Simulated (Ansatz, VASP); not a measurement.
**ZnS: VASP beside Ansatz**

The input INCAR:

```
SYSTEM = ZnS
PREC = Accurate
ENCUT = 520
EDIFF = 1E-7
ISMEAR = 0
SIGMA = 0.01
LREAL = .False.
LASPH = .True.
NELM = 150
ALGO = Normal
ISIF = 2
LWAVE = .False.
LCHARG = .False.
MAGMOM = 0 0 0 0 0 0 0 0 0 0 0 0
LORBIT = 11
LSORBIT = .True.
GGA_COMPAT = .False.
LORBMOM = .True.
GGA = PS
NBANDS = 50
```

Contents of KPOINTS:

```
Automatic mesh
0
Gamma
  9 9 4
  0 0 0
```

Contents of POSCAR:

```
ZnS
1.0
    3.8230000000      0.0000000000      0.0000000000
   -1.9115000000      3.3108151187      0.0000000000
    0.0000000000      0.0000000000      6.2610000000
Zn S
2 2
Direct
    0.3333333333      0.6666666667      0.0001296848
    0.6666666667      0.3333333333      0.5001296848
    0.3333333333      0.6666666667      0.3748703152
    0.6666666667      0.3333333333      0.8748703152
```

Input for Ansatz:

```yaml
crystal:
  lattice:
    - [3.823, 0.0, 0.0]
    - [-1.9115, 3.3108151187, 0.0]
    - [0.0, 0.0, 6.261]
  atoms:
    - { symbol: Zn, position: [0.3333333333, 0.6666666667, 0.0001296848] }
    - { symbol: Zn, position: [0.6666666667, 0.3333333333, 0.5001296848] }
    - { symbol: S, position: [0.3333333333, 0.6666666667, 0.3748703152] }
    - { symbol: S, position: [0.6666666667, 0.3333333333, 0.8748703152] }
basis:
  ecutwfc: 420
kpoints:
  mp_grid: { grid: [9, 9, 4] }
  band_path:
    path:
      - [0.0, 0.0, 0.0]
      - [0.0, 0.0, 0.0]
      - [0.0, 0.0, 0.0]
      - [0.0, 0.0, 0.0]
      - [0.0, 0.0, 0.0]
      - [0.0, 0.0, 0.0]
      - [0.0, 0.0, 0.0]
      - [0.0, 0.0, 0.0]
      - [0.0, 0.0, 0.0]
      - [0.0, 0.0, 0.0]
      - [0.0, 0.0, 0.0]
      - [0.0, 0.0, 0.0]
      - [0.0, 0.0, 0.0]
      - [0.0, 0.0, 0.0]
      - [0.0, 0.0, 0.0]
      - [0.0, 0.0, 0.0]
      - [0.0, 0.0, 0.0]
      - [0.0, 0.0, 0.0]
      - [0.0, 0.0, 0.0]
      - [0.0, 0.0, 0.0]
      - [0.0, 0.0, 0.0]
      - [0.0, 0.0, 0.0]
      - [0.0, 0.0, 0.0]
      - [0.0, 0.0, 0.0]
      - [0.0, 0.0, 0.0]
      - [0.0, 0.0, 0.0]
      - [0.3, 0.0, 0.0]
      - [0.3166666667, 0.0, 0.0]
      - [0.3333333333, 0.0, 0.0]
      - [0.35, 0.0, 0.0]
      - [0.3666666667, 0.0, 0.0]
      - [0.3833333333, 0.0, 0.0]
      - [0.4, 0.0, 0.0]
      - [0.4166666667, 0.0, 0.0]
      - [0.4333333333, 0.0, 0.0]
      - [0.45, 0.0, 0.0]
      - [0.4666666667, 0.0, 0.0]
      - [0.4833333333, 0.0, 0.0]
      - [0.5, 0.0, 0.0]
      - [0.5, 0.0, 0.0]
      - [0.5, 0.0, 0.0416666667]
      - [0.5, 0.0, 0.0833333333]
      - [0.5, 0.0, 0.125]
      - [0.5, 0.0, 0.1666666667]
      - [0.5, 0.0, 0.2083333333]
      - [0.5, 0.0, 0.25]
      - [0.5, 0.0, 0.2916666667]
      - [0.5, 0.0, 0.3333333333]
      - [0.5, 0.0, 0.375]
      - [0.5, 0.0, 0.4166666667]
      - [0.5, 0.0, 0.4583333333]
      - [0.5, 0.0, 0.5]
      - [0.3333333333, 0.3333333333, 0.0]
      - [0.3333333333, 0.3333333333, 0.0]
      - [0.3333333333, 0.3333333333, 0.0]
      - [0.3333333333, 0.3333333333, 0.0]
      - [0.3333333333, 0.3333333333, 0.0]
      - [0.3333333333, 0.3333333333, 0.0]
      - [0.3333333333, 0.3333333333, 0.0]
      - [0.3333333333, 0.3333333333, 0.0]
      - [0.3333333333, 0.3333333333, 0.0]
      - [0.3333333333, 0.3333333333, 0.0]
      - [0.3333333333, 0.3333333333, 0.0]
      - [0.3333333333, 0.3333333333, 0.0]
      - [0.3333333333, 0.3333333333, 0.0]
      - [0.0, 0.0, 0.5]
      - [0.0, 0.0, 0.5]
      - [0.0, 0.0, 0.5]
      - [0.0, 0.0, 0.5]
      - [0.0, 0.0, 0.5]
      - [0.0, 0.0, 0.5]
      - [0.0, 0.0, 0.5]
      - [0.0, 0.0, 0.5]
      - [0.0, 0.0, 0.5]
      - [0.0, 0.0, 0.5]
      - [0.0, 0.0, 0.5]
      - [0.0, 0.0, 0.5]
      - [0.0, 0.0, 0.5]
    npoints: 1
hamiltonian:
  xc: pbesol
  pseudopotentials: { kind: paw_fr, azcp: { folder: soft_1 } }
scf:
  occupations: { method: fixed }
  n_extra_bands: 12
output:
  eigenvalues: true
magnetization:
  noncollinear: true
  spin_orbit: true
```

Alike in both runs: task single point; functional PBEsol; k mesh 9 × 9 × 4; non-collinear spin, spin-orbit coupling.

|  | VASP | Ansatz |
| --- | --- | --- |
| version | VASP 6.6.1 | Ansatz 0.2.0 |
| potentials or method | VASP PAW PBE potentials, release 64 (Zn, S), cutoff 520 eV | plane waves, PAW |
| occupations | gaussian, width 0.01 eV | fixed |
| valence electrons in the cell | 36 | 36 |

```tsv
	VASP	Ansatz	Ansatz less VASP
net moment per atom (μB)	0.00	0.00	0.000
```

VASP's potentials were made for PBE, not for PBEsol, and Ansatz warns of the same on its side.
